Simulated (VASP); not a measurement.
A run of VASP 6.6.1:

Contents of POSCAR:

```
CsRb3
1.0
   -3.7012650600      3.7012650600      7.4176897000
    3.7012650600     -3.7012650600      7.4176897000
    3.7012650600      3.7012650600     -7.4176897000
Cs Rb
1 3
Direct
    0.0000000000      0.0000000000      0.0000000000
    0.7500000000      0.2500000000      0.5000000000
    0.2500000000      0.7500000000      0.5000000000
    0.5000000000      0.5000000000      0.0000000000
```

INCAR.step1

```
ALGO = Normal
EDIFF = 1E-4
ENCUT = 520
GGA = PE
ISMEAR = 0
LASPH = True
LCHARG = False
LREAL = False
LWAVE = True
NBANDS = 26
NELM = 60
PREC = Accurate
SIGMA = 0.1
```

File INCAR.step2:

```
ALGO = Normal
EDIFF = 1E-7
ENCUT = 520
ISIF = 2
ISMEAR = 0
ISTART = 1
LASPH = True
LCHARG = True
LELF = True
LMIXTAU = True
LREAL = False
LVHAR = True
LWAVE = False
METAGGA = R2SCAN
NBANDS = 26
NELM = 60
PREC = Accurate
SIGMA = 0.1
```

Contents of KPOINTS:

```
k-points
0
Gamma
  1 1 1
```

Potentials or basis: VASP PAW PBE potentials, release 64 (Cs_sv, Rb_sv).

Run with:

```console
$ cat potpaw_PBE.64/Cs_sv/POTCAR potpaw_PBE.64/Rb_sv/POTCAR > POTCAR
$ cp INCAR.step1 INCAR
$ mpirun -np 1 vasp_gam > vasp.out
$ cp INCAR.step2 INCAR
$ mpirun -np 1 vasp_gam > vasp.out
```

Hardware: 1 thread of Intel(R) Xeon(R) 6975P-C (Granite Rapids), on a shared host.

Estimate the wall time of this run.

Wall time 96 s on 1 thread of Intel(R) Xeon(R) 6975P-C (Granite Rapids), with other jobs on the host, peak memory 0.73 GiB. Counts: k points 1.
